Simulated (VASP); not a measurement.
Here is a VASP 6.6.1 calculation.

Contents of INCAR:

```
SYSTEM = Sm
PREC = Accurate ; ENCUT = 520
EDIFF = 1E-6 ; ISMEAR = -1
SIGMA = 0.05 ; LREAL = .False.
LASPH = .True. ; NELM = 150
ALGO = Normal ; ISIF = 2
LWAVE = .False. ; LCHARG = .False.
ISPIN = 2 ; MAGMOM = 5 -5
LORBIT = 11 ; LMAXMIX = 6
GGA = PS ; NBANDS = 27
```

Contents of KPOINTS:

```
Automatic mesh
0
Gamma
  8 4 8
  0 0 0
```

Contents of POSCAR:

```
Sm
1.0
    0.0000000000      0.0000000000      5.1219743804
    3.6346061382     -3.6346061382      0.0000000000
    1.8173030691      1.8173030691     -2.5609871902
Sm
2
Direct
    0.0000000000      0.0000000000      0.0000000000
    0.5000000000      0.5000000000      0.0000000000
```

Potentials or basis: VASP PAW PBE potentials, release 64 (Sm).

Run with:

```console
$ cat potpaw_PBE.64/Sm/POTCAR > POTCAR
$ mpirun -np 1 vasp_std > vasp.out
```

(1) Estimate the site moments.

(2) Estimate the band gap on the k mesh.

(3) What does it give for the pressure?

(4) Predict the net moment.

## Answers

(1) Sm +5.50, -5.50 μB.

(2) zero (filled and empty bands overlap).

(3) 0.1 GPa.

(4) 0.00 μB per cell.

Caveat: the magnetic or orbital state may not be the lowest; the antiferromagnetic order is the one typed at the start, and another may lie lower; the PAW data sets were made with another functional, which shifts forces and pressure a little; spin-orbit coupling is left out, which moves the levels of the heavy elements; semilocal functionals describe open f shells poorly, which spoils levels, moments and volumes.
